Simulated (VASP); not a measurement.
# Cs (Im-3m) in VASP: notebook

Cs is run at these levels: LDA; tasks: single point.

Program: VASP 6.6.1. These are calculated values, not measurements. Logs are shortened: lines on timing, memory, paths and dates and some standing lists are left out, and cuts for length are marked.

### 1 The cell of the first run

The structure is cubic, space group Im-3m (No. 229). Conventional cell: a = 5.768 Å, b = 5.768 Å, c = 5.768 Å, α = 90.00°, β = 90.00°, γ = 90.00°.

### 2 Single point, LDA

Input file INCAR:

```
PREC = Accurate
ENCUT = 520
EDIFF = 1E-7
ISMEAR = -1
SIGMA = 0.1
LREAL = F
LASPH = T
NELM = 100
ALGO = Normal
ISIF = 2
LWAVE = F
LCHARG = F
NBANDS = 10
```

Input file KPOINTS:

```
Automatic mesh
0
Gamma
  4 4 4
```

Input file POSCAR:

```
Cs
1.0
   -2.8840810378      2.8840810378      2.8840810378
    2.8840810378     -2.8840810378      2.8840810378
    2.8840810378      2.8840810378     -2.8840810378
Cs
1
Direct
    0.0000000000      0.0000000000      0.0000000000
```

Potentials or basis: VASP PAW LDA potentials, release 64 (Cs_sv).

Command:

```sh
> cat potpaw_LDA.64/Cs_sv/POTCAR > POTCAR
> mpirun -np 1 vasp_std > vasp.out
```

OUTCAR:

```text
PREC = Accurate
   ENCUT = 520
   EDIFF = 1E-7
   ISMEAR = -1
   LREAL = F
   LASPH = T
   NELM = 100
   ISIF = 2

 ion  position               nearest neighbor table
   1  0.000  0.000  0.000-

  LATTYP: Found a body centered cubic cell.
 ALAT       =     5.7681620756

  Lattice vectors:

 A1 = (  -2.8840810378,   2.8840810378,   2.8840810378)
 A2 = (   2.8840810378,  -2.8840810378,   2.8840810378)
 A3 = (   2.8840810378,   2.8840810378,  -2.8840810378)

Analysis of symmetry for initial positions (statically):
=====================================================================
 Subroutine PRICEL returns:
 Original cell was already a primitive cell.

 Routine SETGRP: Setting up the symmetry group for a
 body centered cubic supercell.

 Subroutine GETGRP returns: Found 48 space group operations
[... 9 lines left out ...]

 Routine SETGRP: Setting up the symmetry group for a
 body centered cubic supercell.

 Subroutine GETGRP returns: Found 48 space group operations
 (whereof 48 operations were pure point group operations)
 out of a pool of 48 trial point group operations.

The dynamic configuration has the point symmetry O_h .

 Subroutine INISYM returns: Found 48 space group operations
 (whereof 48 operations are pure point group operations),
 and found     1 'primitive' translations

----------------------------------------------------------------------------------------

                                     Primitive cell

  volume of cell :      95.9583

  direct lattice vectors                    reciprocal lattice vectors
    -2.884081038  2.884081038  2.884081038     0.000000000  0.173365448  0.173365448
     2.884081038 -2.884081038  2.884081038     0.173365448  0.000000000  0.173365448
     2.884081038  2.884081038 -2.884081038     0.173365448  0.173365448  0.000000000

  length of vectors
     4.995374891  4.995374891  4.995374891     0.245175767  0.245175767  0.245175767

  position of ions in fractional coordinates (direct lattice)
     0.000000000  0.000000000  0.000000000

  ion indices of the primitive-cell ions
   primitive index   ion index
                 1           1

----------------------------------------------------------------------------------------

 KPOINTS: Automatic mesh

Automatic generation of k-mesh.
 Grid dimensions read from file:
 generate k-points for:    4    4    4

 Generating k-lattice:

  Cartesian coordinates                     Fractional coordinates (reciprocal lattice)
     0.000000000  0.043341362  0.043341362     0.250000000  0.000000000  0.000000000
     0.043341362  0.000000000  0.043341362     0.000000000  0.250000000  0.000000000
     0.043341362  0.043341362  0.000000000     0.000000000  0.000000000  0.250000000

  Length of vectors
     0.061293942  0.061293942  0.061293942

  Shift w.r.t. Gamma in fractional coordinates (k-lattice)
     0.000000000  0.000000000  0.000000000

 Subroutine IBZKPT returns following result:
 ===========================================

 Found      8 irreducible k-points:

 Following reciprocal coordinates:
            Coordinates               Weight
  0.000000  0.000000  0.000000      1.000000
  0.250000  0.000000  0.000000     12.000000
  0.500000  0.000000  0.000000      6.000000
  0.250000  0.250000  0.000000     24.000000
  0.250000  0.250000  0.250000      2.000000
 -0.250000  0.250000  0.250000      6.000000
  0.500000  0.500000  0.250000     12.000000
  0.500000  0.500000  0.500000      1.000000
   k-points           NKPTS =      8   k-points in BZ     NKDIM =      8   number of bands    NBANDS=     10
   number of dos      NEDOS =    301   number of ions     NIONS =      1
   total plane-waves  NPLWV =  64000
   dimension x,y,z NGX =    40 NGY =   40 NGZ =   40
   dimension x,y,z NGXF=    80 NGYF=   80 NGZF=   80
   ions per type =               1
   NGX,Y,Z   is equivalent  to a cutoff of  13.31, 13.31, 13.31 a.u.
   NGXF,Y,Z  is equivalent  to a cutoff of  26.62, 26.62, 26.62 a.u.
 SYSTEM =  unknown system
   PREC   = accura    normal or accurate (medium, high low for compatibility)
   ISTART =      0    job   : 0-new  1-cont  2-samecut
   ICHARG =      2    charge: 1-file 2-atom 10-const
   ISPIN  =      1    spin polarized calculation?
   LNONCOLLINEAR =      F non collinear calculations
   LSORBIT =      F    spin-orbit coupling
   LASPH  =      T    aspherical Exc in radial PAW
   ENCUT  =  520.0 eV  38.22 Ry    6.18 a.u.   9.29  9.29  9.29*2*pi/ulx,y,z
   NELM   =    100;   NELMIN=  2; NELMDL= -5     # of ELM steps
   EDIFF  = 0.1E-06   stopping-criterion for ELM
   LREAL  =      F    real-space projection
   EDIFFG = 0.1E-05   stopping-criterion for IOM
   NSW    =      0    number of steps for IOM
   IBRION =     -1    ionic relax: 0-MD 1-quasi-New 2-CG
   NFREE  =      0    steps in history (QN), initial steepest desc. (CG)
   ISIF   =      2    stress and relaxation
   ISYM   =      2    0-nonsym 1-usesym 2-fastsym
   POTIM  = 0.5000    time-step for ionic-motion
   TEBEG  =    0.0;   TEEND  =   0.0 temperature during run
   PSTRESS=    0.0 pullay stress
   NELECT =       9.0000    total number of electrons
   NUPDOWN=      -1.0000    fix difference up-down
   EMIN   =  10.00;   EMAX   =-10.00  energy-range for DOS
   EFERMI =   0.00;   METHOD = LEGACY
   ISMEAR =    -1;   SIGMA  =   0.10  broadening in eV -4-tet -1-fermi 0-gaus
   EFERMI_NEDOS =   21; number of points for ismear=-14 and -15
   IALGO  =     38    algorithm
   IMIX   =      4    mixing-type and parameters
     AMIX     =   0.40;   BMIX     =  1.00
     AMIX_MAG =   1.60;   BMIX_MAG =  1.00
  volume/ion in A,a.u.               =      95.96       647.56
  Fermi-wavevector in a.u.,A,eV,Ry     =   0.743809  1.405596  7.527452  0.553252
  Thomas-Fermi vector in A             =   1.839012
   LORBIT       =      0    0 simple, 1 ext, 2 COOP (PROOUT), +10 PAW based schemes
   GGA     = CA    functional components
   LHFCALC =     F    Hartree Fock is set to
   AEXX    =    0.0000 exact exchange contribution
   IVDW    =     0    specifies the selected vdW correction
   LEPSILON=     F    determine dielectric tensor
   LRPA    =     F    only Hartree local field effects (RPA)
 non-spin polarized calculation
  energy-cutoff  :      520.00
  volume of cell :       95.96
 maximum number of plane-waves:      2616
 NGX is ok and might be reduce to    40
   NGX = 19   NGY = 19   NGZ = 19

 number of electron       8.9999998 magnetization

 Free energy of the ion-electron system (eV)
  ---------------------------------------------------
  ext. energy  EPLUGINS =         0.00000000
  ---------------------------------------------------
  free energy    TOTEN  =        -0.98853690 eV

  energy without entropy =       -0.92498942  energy(sigma->0) =       -0.95676316

 E-fermi :   0.7842     XC(G=0):  -6.0264

 val. band max:        0.7011761053   @ k =   0.5000   0.0000   0.0000
 cond. band min:       0.8383452604   @ k =   0.2500   0.2500   0.0000
 fundamental gap:      0.1371691551
 Fermi energy:         0.7841664676

 k-point     1 :       0.0000    0.0000    0.0000
  band No.  band energies     occupation
      1     -22.9496      2.00000
      2      -9.6447      2.00000
      3      -9.6447      2.00000
      4      -9.6447      2.00000
      5      -1.0956      2.00000
      6       3.3013      0.00000
      7       3.3013      0.00000
      8       3.3013      0.00000
      9       4.3458      0.00000
     10       4.3458      0.00000

 k-point     2 :       0.2500    0.0000    0.0000
  band No.  band energies     occupation
      1     -22.9416      2.00000
      2      -9.7776      2.00000
      3      -9.6866      2.00000
      4      -9.6454      2.00000
      5      -0.3267      1.99997
      6       2.5372      0.00000
      7       2.7310      0.00000
      8       4.1370      0.00000
      9       4.1621      0.00000
     10       4.3485      0.00000

 k-point     3 :       0.5000    0.0000    0.0000
  band No.  band energies     occupation
      1     -22.9336      2.00000
      2      -9.9021      2.00000
      3      -9.7277      2.00000
      4      -9.6461      2.00000
      5       0.7012      1.39267
      6       1.9439      0.00002
      7       2.3426      0.00000
      8       4.2059      0.00000
      9       4.8628      0.00000
     10       5.5641      0.00000

 k-point     4 :       0.2500    0.2500    0.0000
  band No.  band energies     occupation
      1     -22.9335      2.00000
      2      -9.8553      2.00000
      3      -9.7525      2.00000
      4      -9.6716      2.00000
      5       0.8383      0.73554
      6       1.9185      0.00002
      7       2.2393      0.00000
      8       4.1947      0.00000
      9       4.5318      0.00000
     10       5.2731      0.00000

 k-point     5 :       0.2500    0.2500    0.2500
  band No.  band energies     occupation
      1     -22.9326      2.00000
      2      -9.7727      2.00000
      3      -9.7727      2.00000
      4      -9.7727      2.00000
      5       1.8380      0.00005
      6       1.8380      0.00005
      7       1.8380      0.00005
      8       3.5813      0.00000
      9       4.9563      0.00000
     10       4.9563      0.00000

 k-point     6 :      -0.2500    0.2500    0.2500
  band No.  band energies     occupation
      1     -22.9345      2.00000
      2      -9.7825      2.00000
      3      -9.7321      2.00000
      4      -9.7321      2.00000
      5       0.3471      1.97504
      6       2.2753      0.00000
      7       3.1206      0.00000
      8       3.1206      0.00000
      9       4.1732      0.00000
     10       4.4630      0.00000

 k-point     7 :       0.5000    0.5000    0.2500
  band No.  band energies     occupation
      1     -22.9275      2.00000
      2      -9.8635      2.00000
      3      -9.7765      2.00000
      4      -9.7373      2.00000
      5       1.3326      0.00827
      6       1.5758      0.00073
      7       2.9139      0.00000
      8       3.0690      0.00000
      9       4.6309      0.00000
     10       5.8436      0.00000

 k-point     8 :       0.5000    0.5000    0.5000
  band No.  band energies     occupation
      1     -22.9213      2.00000
      2      -9.8241      2.00000
      3      -9.8241      2.00000
      4      -9.8241      2.00000
      5       1.2659      0.01605
      6       1.2659      0.01605
      7       4.2962      0.00000
      8       4.2962      0.00000
      9       4.2962      0.00000
     10       5.6391      0.00000

------------------------ aborting loop because EDIFF is reached ----------------------------------------

  FORCE on cell =-STRESS in cart. coord.  units (eV):
  Direction    XX          YY          ZZ          XY          YZ          ZX
  --------------------------------------------------------------------------------------
  -------------------------------------------------------------------------------------
  Total       -0.0159410     -0.0159410     -0.0159410      0.0000000      0.0000000     -0.0000000
  in kB       -0.2661611     -0.2661611     -0.2661611      0.0000000      0.0000000     -0.0000000
  external PRESSURE =      -0.2661611 kB  Pullay stress =       0.0000000 kB

 VOLUME and BASIS-vectors are now :
 -----------------------------------------------------------------------------
  energy-cutoff  :      520.00
  volume of cell :       95.96
      direct lattice vectors                 reciprocal lattice vectors
    -2.884081038  2.884081038  2.884081038     0.000000000  0.173365448  0.173365448
     2.884081038 -2.884081038  2.884081038     0.173365448  0.000000000  0.173365448
     2.884081038  2.884081038 -2.884081038     0.173365448  0.173365448  0.000000000

 POSITION                                       TOTAL-FORCE (eV/Angst)
 -----------------------------------------------------------------------------------
      0.00000      0.00000      0.00000        -0.000000     -0.000000     -0.000000
 -----------------------------------------------------------------------------------
    total drift:                               -0.000000      0.000000     -0.000000

  FREE ENERGIE OF THE ION-ELECTRON SYSTEM (eV)
  ---------------------------------------------------
  free  energy   TOTEN  =        -0.9885368951 eV

  energy  without entropy=       -0.9249894221  energy(sigma->0) =       -0.95676316
```

Run time: 7.9 s. Hardware: 1 thread of Intel Xeon 6975P-C, shared host; peak memory 0.18 GiB.

Results:

```
Free energy : -0.9885 eV
Pressure    : 0.0 GPa
```

Levels at points of the mesh, in eV from the Fermi level:
| k point | band 2 | band 3 | band 4 | band 5 | band 6 | band 7 |
| --- | --- | --- | --- | --- | --- | --- |
| (0.00, 0.00, 0.00) | -10.43 | -10.43 | -10.43 | -1.88 | 2.52 | 2.52 |
| (0.50, 0.00, 0.00) | -10.69 | -10.51 | -10.43 | -0.08 | 1.16 | 1.56 |
| (0.50, 0.50, 0.50) | -10.61 | -10.61 | -10.61 | 0.48 | 0.48 | 3.51 |

Caveat: the k points lie up to 0.39 Å⁻¹ apart; spin-orbit coupling is left out, which moves the levels of the heavy elements.

### 3 Single point, LDA

Input file INCAR:

```
PREC = Accurate
ENCUT = 520
EDIFF = 1E-7
ISMEAR = -1
SIGMA = 0.1
LREAL = False
LASPH = True
NELM = 80
ALGO = Normal
ISIF = 2
LWAVE = False
LCHARG = False
GGA = CA
NBANDS = 10
```

Input file KPOINTS:

```
regular mesh
0
Gamma
  5 5 5
```

POSCAR is that of step 2.

Potentials or basis: VASP PAW LDA potentials, release 64 (Cs_sv).

Command:

```sh
> cat potpaw_LDA.64/Cs_sv/POTCAR > POTCAR
> mpirun -np 1 vasp_std > vasp.out
```

Run time: 8 s. Hardware: 1 thread of Intel Xeon 6975P-C, shared host; peak memory 0.18 GiB.

The run converged. Its results:

* Free energy: -1.0213 eV
* Pressure: 0.0 GPa

Levels at points of the mesh, in eV from the Fermi level:
```csv
k point,band 1,band 2,band 3,band 4,band 5,band 6,band 7,band 8
"(0.00, 0.00, 0.00)",-23.76,-10.45,-10.45,-10.45,-1.90,2.50,2.50,2.50
```

Caveat: spin-orbit coupling is left out, which moves the levels of the heavy elements.

[end of part 1 of 2]
